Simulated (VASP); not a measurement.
# SnO2 in VASP: further runs, part 2 of 2

VASP 6.6.1. Earlier steps stand in the parts before.

## 5. Single point, PBE

This run uses another cell than the first one, of the same volume but with other edges.

Contents of INCAR:

```
  PREC = Accurate
  ENCUT = 520
  EDIFF = 1E-6
  ISMEAR = 0
  SIGMA = 0.05
  LREAL = F
  LASPH = T
  NELM = 100
  ALGO = Normal
  ISIF = 2
  LWAVE = F
  LCHARG = F
  GGA = PE
  NBANDS = 35
```

Contents of KPOINTS:

```
Automatic mesh
0
Gamma
  6 6 8
```

Contents of POSCAR:

```
SnO2
1.0
    4.6588205247      0.0000000000      0.0000000000
    0.0000000000      4.6588337298      0.0000000000
    0.0000000000      0.0000000000      3.4645545711
Sn O
2 4
Direct
    0.5000000000      0.5000000000      0.5000000000
    0.0000000000      0.0000000000      0.0000000000
    0.3065724414      0.3066303347      0.0000000000
    0.8065724414      0.1933696653      0.5000000000
    0.1934275586      0.8066303347      0.5000000000
    0.6934275586      0.6933696653      0.0000000000
```

Potentials or basis: VASP PAW PBE potentials, release 64 (Sn_d, O).

Command:

```
$ cat potpaw_PBE.64/Sn_d/POTCAR potpaw_PBE.64/O/POTCAR > POTCAR
$ mpirun -np 1 vasp_std > vasp.out
```

OUTCAR:

```text
PREC = Accurate
   ENCUT = 520
   EDIFF = 1E-6
   ISMEAR = 0
   LREAL = F
   LASPH = T
   NELM = 100
   ISIF = 2
   GGA = PE

 ion  position               nearest neighbor table
   1  0.500  0.500  0.500-   4 2.02   5 2.02   3 2.15   6 2.15   3 2.15   6 2.15   2 3.72   2 3.72
                             2 3.72   2 3.72   2 3.72   2 3.72   2 3.72   2 3.72
   2  0.000  0.000  0.000-   3 2.02   6 2.02   5 2.15   4 2.15   4 2.15   5 2.15   1 3.72   1 3.72
                             1 3.72   1 3.72   1 3.72   1 3.72   1 3.72   1 3.72
   3  0.307  0.307  0.000-   2 2.02   1 2.15   1 2.15
   4  0.807  0.193  0.500-   1 2.02   2 2.15   2 2.15
   5  0.193  0.807  0.500-   1 2.02   2 2.15   2 2.15
   6  0.693  0.693  0.000-   2 2.02   1 2.15   1 2.15

[... 1122 lines left out ...]
  Total        2.2941803      2.2946373     -5.9890486     -0.0000000      0.0000000      0.0000000
  in kB       48.8807129     48.8904495   -127.6050377     -0.0000000      0.0000000      0.0000000
  external PRESSURE =      -9.9446251 kB  Pullay stress =       0.0000000 kB

 VOLUME and BASIS-vectors are now :
 -----------------------------------------------------------------------------
  energy-cutoff  :      520.00
  volume of cell :       75.20
      direct lattice vectors                 reciprocal lattice vectors
     4.658820525  0.000000000  0.000000000     0.214646603  0.000000000  0.000000000
     0.000000000  4.658833730  0.000000000     0.000000000  0.214645995  0.000000000
     0.000000000  0.000000000  3.464554571     0.000000000  0.000000000  0.288637393

 POSITION                                       TOTAL-FORCE (eV/Angst)
 -----------------------------------------------------------------------------------
      2.32941      2.32942      1.73228         0.000000      0.000000      0.000000
      0.00000      0.00000      0.00000         0.000000      0.000000      0.000000
      1.42827      1.42854      0.00000         0.167996      0.167792      0.000000
      3.75768      0.90088      1.73228         0.167996     -0.167792      0.000000
      0.90114      3.75796      1.73228        -0.167996      0.167792     -0.000000
      3.23055      3.23029      0.00000        -0.167996     -0.167792     -0.000000
 -----------------------------------------------------------------------------------
    total drift:                                0.000000      0.000000      0.000000

  FREE ENERGIE OF THE ION-ELECTRON SYSTEM (eV)
  ---------------------------------------------------
  free  energy   TOTEN  =       -37.0170720855 eV

  energy  without entropy=      -37.0170720855  energy(sigma->0) =      -37.01707209
```

OSZICAR:

```text
N       E                     dE             d eps       ncg     rms          rms(c)
DAV:   1     0.639531216236E+03    0.63953E+03   -0.25553E+04  6081   0.230E+03
DAV:   2     0.595439455625E+02   -0.57999E+03   -0.54727E+03  6088   0.607E+02
DAV:   3    -0.379091122944E+02   -0.97453E+02   -0.95590E+02  6100   0.208E+02
DAV:   4    -0.431294184040E+02   -0.52203E+01   -0.51768E+01  7123   0.518E+01
DAV:   5    -0.432653170168E+02   -0.13590E+00   -0.13567E+00  6798   0.885E+00    0.156E+01
DAV:   6    -0.369578366411E+02    0.63075E+01   -0.17784E+01  8859   0.649E+01    0.595E+00
DAV:   7    -0.370552926385E+02   -0.97456E-01   -0.20693E+00  6193   0.807E+00    0.318E+00
DAV:   8    -0.370262159110E+02    0.29077E-01   -0.21660E-01  8327   0.407E+00    0.745E-01
DAV:   9    -0.370161365577E+02    0.10079E-01   -0.39774E-02  9099   0.290E+00    0.130E-01
DAV:  10    -0.370169976665E+02   -0.86111E-03   -0.47784E-03  7127   0.616E-01    0.483E-02
DAV:  11    -0.370170739578E+02   -0.76291E-04   -0.23101E-04  8848   0.142E-01    0.227E-02
DAV:  12    -0.370170758451E+02   -0.18873E-05   -0.18984E-05  7797   0.301E-02    0.156E-02
DAV:  13    -0.370170719673E+02    0.38779E-05   -0.11096E-05  7168   0.398E-02    0.198E-03
DAV:  14    -0.370170720855E+02   -0.11822E-06   -0.80187E-07  3499   0.619E-03
   1 F= -.37017072E+02 E0= -.37017072E+02  d E =-.260304E-11
```

Wall time 6.5 min (1 thread of AMD EPYC 7R13, shared host); peak memory 0.26 GiB.

What came out:

```
Free energy            : -37.0171 eV
Pressure               : -1.0 GPa
Largest force          : 0.237 eV/Å
Band gap on the k mesh : 0.45 eV
```

Forces in eV/Å, atoms in the order of the input:
```
Sn   0.000  0.000  0.000
Sn   0.000  0.000  0.000
O    0.168  0.168  0.000
O    0.168 -0.168  0.000
O   -0.168  0.168  0.000
O   -0.168 -0.168  0.000
```

Levels at points of the mesh, in eV from the valence-band top:
```csv
k point,band 24,band 25,band 26,band 27,band 28,band 29
"(0.00, 0.00, 0.00)",-0.61,-0.61,0.00,0.45,4.95,5.46
"(0.50, 0.00, 0.00)",-1.29,-0.51,-0.51,3.88,3.88,6.22
"(0.00, 0.50, 0.00)",-1.29,-0.51,-0.51,3.88,3.88,6.22
"(0.50, 0.50, 0.00)",-1.49,-0.61,-0.61,4.04,4.04,6.82
"(0.00, 0.00, 0.50)",-1.53,-1.09,-1.09,5.45,5.45,9.20
"(0.50, 0.00, 0.50)",-0.89,-0.50,-0.50,5.86,5.86,8.04
"(0.00, 0.50, 0.50)",-0.89,-0.50,-0.50,5.86,5.86,8.04
"(0.50, 0.50, 0.50)",-0.77,-0.58,-0.58,4.38,4.38,8.74
```

Caveat: the stress differs along the axes, from -13 to 5 GPa; semilocal functionals underestimate gaps, and a narrow one can read as zero; spin-orbit coupling is left out, which moves the levels of the heavy elements.

## 6. Single point, PBE (atoms displaced along a vibrational mode, the cell strained)

Contents of INCAR:

```
SYSTEM = SnO2
PREC = Accurate
ENCUT = 520
EDIFF = 1E-6
ISMEAR = 0
SIGMA = 0.05
LREAL = .FALSE.
LASPH = .TRUE.
NELM = 100
ALGO = Normal
ISIF = 2
LWAVE = .FALSE.
LCHARG = .FALSE.
GGA = PE
NBANDS = 35
```

Contents of KPOINTS:

```
regular mesh
0
G
  6 6 8
  0 0 0
```

Contents of POSCAR:

```
SnO2
1.0
    4.9405222631      0.0000000000      0.0000000000
    0.0000000000      4.9405362667      0.0000000000
    0.0000000000      0.0000000000      3.0866914697
Sn O
2 4
Direct
    0.5000000000      0.5000000000      0.5000000000
    0.0000000000      0.0000000000      0.0000000000
    0.2942685581      0.3189326770      0.0000000000
    0.7942685581      0.1810673230      0.5000000000
    0.2057314419      0.8189326770      0.5000000000
    0.7057314419      0.6810673230      0.0000000000
```

Potentials or basis: VASP PAW PBE potentials, release 64 (Sn_d, O).

Command:

```
$ cat potpaw_PBE.64/Sn_d/POTCAR potpaw_PBE.64/O/POTCAR > POTCAR
$ mpirun -np 1 vasp_std > vasp.out
```

OUTCAR:

```text
SYSTEM = SnO2
   PREC = Accurate
   ENCUT = 520
   EDIFF = 1E-6
   ISMEAR = 0
   LREAL = .FALSE.
   LASPH = .TRUE.
   NELM = 100
   ISIF = 2
   GGA = PE

 ion  position               nearest neighbor table
   1  0.500  0.500  0.500-   3 2.05   6 2.05   3 2.05   6 2.05   5 2.14   4 2.14
   2  0.000  0.000  0.000-   4 2.05   5 2.05   4 2.05   5 2.05   3 2.14   6 2.14
   3  0.294  0.319  0.000-   1 2.05   1 2.05   2 2.14
   4  0.794  0.181  0.500-   2 2.05   2 2.05   1 2.14
   5  0.206  0.819  0.500-   2 2.05   2 2.05   1 2.14
   6  0.706  0.681  0.000-   1 2.05   1 2.05   2 2.14

[... 1121 lines left out ...]
  -------------------------------------------------------------------------------------
  Total       -0.9190878     -0.3748173      6.9294203      0.0000000      0.0000000      0.0000000
  in kB      -19.5446281     -7.9705829    147.3558272      0.0000000      0.0000000      0.0000000
  external PRESSURE =      39.9468721 kB  Pullay stress =       0.0000000 kB

 VOLUME and BASIS-vectors are now :
 -----------------------------------------------------------------------------
  energy-cutoff  :      520.00
  volume of cell :       75.34
      direct lattice vectors                 reciprocal lattice vectors
     4.940522263  0.000000000  0.000000000     0.202407751  0.000000000  0.000000000
     0.000000000  4.940536267  0.000000000     0.000000000  0.202407177  0.000000000
     0.000000000  0.000000000  3.086691470     0.000000000  0.000000000  0.323971479

 POSITION                                       TOTAL-FORCE (eV/Angst)
 -----------------------------------------------------------------------------------
      2.47026      2.47027      1.54335        -0.000000     -0.000000      0.000000
      0.00000      0.00000      0.00000        -0.000000     -0.000000      0.000000
      1.45384      1.57570      0.00000        -0.073292     -0.151431      0.000000
      3.92410      0.89457      1.54335        -0.073292      0.151431      0.000000
      1.01642      4.04597      1.54335         0.073292     -0.151431     -0.000000
      3.48668      3.36484      0.00000         0.073292      0.151431     -0.000000
 -----------------------------------------------------------------------------------
    total drift:                                0.000000      0.000000     -0.000000

  FREE ENERGIE OF THE ION-ELECTRON SYSTEM (eV)
  ---------------------------------------------------
  free  energy   TOTEN  =       -37.1222998852 eV

  energy  without entropy=      -37.1222998852  energy(sigma->0) =      -37.12229989
```

Wall time 6.4 min (1 thread of AMD EPYC 7R13, shared host); peak memory 0.27 GiB.

What came out:

| Quantity | Value |
| --- | --- |
| Free energy | -37.1223 eV |
| Pressure | 4.0 GPa |
| Largest force | 0.168 eV/Å |
| Band gap on the k mesh | 1.02 eV |

Forces in eV/Å, atoms in the order of the input:
```
Sn   0.000  0.000  0.000
Sn   0.000  0.000  0.000
O   -0.073 -0.151  0.000
O   -0.073  0.151  0.000
O    0.073 -0.151  0.000
O    0.073  0.151  0.000
```

Caveat: the cell differs from its parent crystal (atoms displaced along a vibrational mode, the cell strained); the stress differs along the axes, from -2 to 15 GPa; spin-orbit coupling is left out, which moves the levels of the heavy elements.

## 7. Overview

```csv
cell,gap on the mesh (eV),pressure (GPa),largest force (eV/Å)
"a = 4.941, b = 4.941, c = 3.087 Å, 6 atoms, atomic positions A",1.02,4.0,0.17
"a = 4.715, b = 4.715, c = 3.389 Å, 6 atoms, atomic positions A",0.61,-1.2,0.16
"a = 4.715, b = 4.715, c = 3.389 Å, 6 atoms, atomic positions B",0.61,-1.2,0.16
"a = 4.659, b = 4.659, c = 3.465 Å, 6 atoms, atomic positions C",0.45,-1.0,0.24
"a = 4.941, b = 4.941, c = 3.087 Å, 6 atoms, atomic positions B",1.02,4.0,0.17
```

Alike in all rows: task single point; level PBE; potentials or basis VASP PAW PBE potentials, release 64 (Sn_d, O); no spin polarisation; k mesh 6 × 6 × 8; cutoff (eV) 520; smearing gaussian 0.05 eV.

Caveats: spin-orbit coupling is left out, which moves the levels of the heavy elements; semilocal functionals underestimate gaps, and a narrow one can read as zero (at least some runs); the stress differs along the axes, from -2 to 15 GPa (at least some runs); the stress differs along the axes, from -9 to 3 GPa (at least some runs); the stress differs along the axes, from -13 to 5 GPa (at least some runs).

Total energies depend on the potentials used, so only differences within one code and one set of settings carry meaning.
